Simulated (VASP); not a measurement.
A run of VASP 6.6.1 is set up as follows.

The input INCAR:

```
SYSTEM = BP2
ALGO = Normal ; EDIFF = 1E-6
ENCUT = 520 ; GGA = PE
ISIF = 2 ; ISMEAR = 0
LASPH = .True. ; LCHARG = .True.
LELF = .True. ; LREAL = .False.
LVHAR = .True. ; LWAVE = .False.
NBANDS = 22 ; NELM = 80
PREC = Accurate ; SIGMA = 0.1
```

KPOINTS

```
k-points
0
Gamma
  12 12 12
  0 0 0
```

File POSCAR:

```
BP2
1.0
   -2.2253320521      2.2253320521      3.9977262360
    2.2253320521     -2.2253320521      3.9977262360
    2.2253320521      2.2253320521     -3.9977262360
B P
2 4
Direct
    0.0000000000      0.0000000000      0.0000000000
    0.7500000000      0.2500000000      0.5000000000
    0.3750000000      0.4083134584      0.5333134584
    0.5916865416      0.1250000000      0.9666865416
    0.8750000000      0.8416865416      0.4666865416
    0.1583134584      0.6250000000      0.0333134584
```

Potentials or basis: VASP PAW PBE potentials, release 64 (B, P).

Command:

```sh
$ cat potpaw_PBE.64/B/POTCAR potpaw_PBE.64/P/POTCAR > POTCAR
$ mpirun -np 1 vasp_std > vasp.out
```

**Question.** Estimate the largest force.

**Answer.** 0.020 eV/Å.

**Question.** Estimate the pressure.

**Answer.** -0.2 GPa.

**Question.** Estimate the band gap on the k mesh.

**Answer.** Zero (bands 13 and 14 overlap by 1.56 eV).

Forces in eV/Å, atoms in the order of the input:
```
B    0.000  0.000  0.000
B    0.000  0.000  0.000
P   -0.020  0.000  0.000
P    0.000  0.020  0.000
P    0.020  0.000  0.000
P    0.000 -0.020  0.000
```
